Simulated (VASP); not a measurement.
Set up this calculation in VASP 6.6.1, as the native input.

- Task: density of states
- Functional: PBEsol
- Potentials or basis: VASP PAW PBE potentials, release 64 (Hf_pv, C)
- Cutoff: 520 eV
- k mesh: 11 × 11 × 1
- Occupations: fermi-dirac, width 0.08 eV
- Spin: no spin polarisation
- Dipole correction: yes
- k mesh for the DOS: 17 × 17 × 1
- Occupations for the DOS: tetrahedron
- Further INCAR settings: ALGO = Normal; EDIFF = 1e-06; NBANDS = 22

The system is HfC (HfC (100), 2 layers), a slab with vacuum.

```xyz
4
Lattice="3.2579 0.0000 0.0000 0.0000 3.2579 0.0000 0.0000 0.0000 18.3037" Properties=species:S:1:pos:R:3 pbc="T T T"
Hf    0.0000    0.0000    8.0000
Hf    1.6289    1.6289   10.3037
C     1.6289    1.6289    8.0000
C     0.0000    0.0000   10.3037
```

These files were run (other wordings do the same):

POSCAR

```
HfC
1.0
    3.2578741457      0.0000000000      0.0000000000
    0.0000000000      3.2578741457      0.0000000000
    0.0000000000      0.0000000000     18.3037000000
Hf C
2 2
Direct
    0.0000000000      0.0000000000      0.4370710594
    0.5000000000      0.5000000000      0.5629289406
    0.5000000000      0.5000000000      0.4370710594
    0.0000000000      0.0000000000      0.5629289406
```

INCAR.step1

```
ALGO = Normal
DIPOL = 0.5 0.5 0.500
EDIFF = 1E-6
ENCUT = 520
GGA = PS
IDIPOL = 3
ISIF = 2
ISMEAR = -1
LASPH = T
LCHARG = T
LDIPOL = T
LMAXMIX = 4
LREAL = F
LWAVE = F
NBANDS = 22
NELM = 100
PREC = Accurate
SIGMA = 0.08
```

KPOINTS.step1

```
k-points
0
Gamma
  11 11 1
```

INCAR.step2

```
ALGO = Normal
DIPOL = 0.5 0.5 0.500
EDIFF = 1E-6
ENCUT = 520
GGA = PS
ICHARG = 11
IDIPOL = 3
ISIF = 2
ISMEAR = -5
LASPH = T
LCHARG = F
LDIPOL = T
LMAXMIX = 4
LORBIT = 11
LREAL = F
LWAVE = F
NBANDS = 22
NEDOS = 1001
NELM = 100
PREC = Accurate
SIGMA = 0.08
```

KPOINTS.step2

```
k-points
0
Gamma
  17 17 1
```

Potentials or basis: VASP PAW PBE potentials, release 64 (Hf_pv, C).

The run is started by

```console
$ cat potpaw_PBE.64/Hf_pv/POTCAR potpaw_PBE.64/C/POTCAR > POTCAR
$ cp INCAR.step1 INCAR
$ cp KPOINTS.step1 KPOINTS
$ mpirun -np 1 vasp_std > vasp.out
$ cp INCAR.step2 INCAR
$ cp KPOINTS.step2 KPOINTS
$ mpirun -np 1 vasp_std > vasp.out
```

Results of the run:

* Valence electrons inside the program's atomic spheres: Hf 8.49; C 2.34

Caveat: spin-orbit coupling is left out, which moves the levels of the heavy elements.

Wall time 3.1 min on 1 thread of Intel Xeon 6975P-C, on a shared host, peak memory 0.36 GiB.
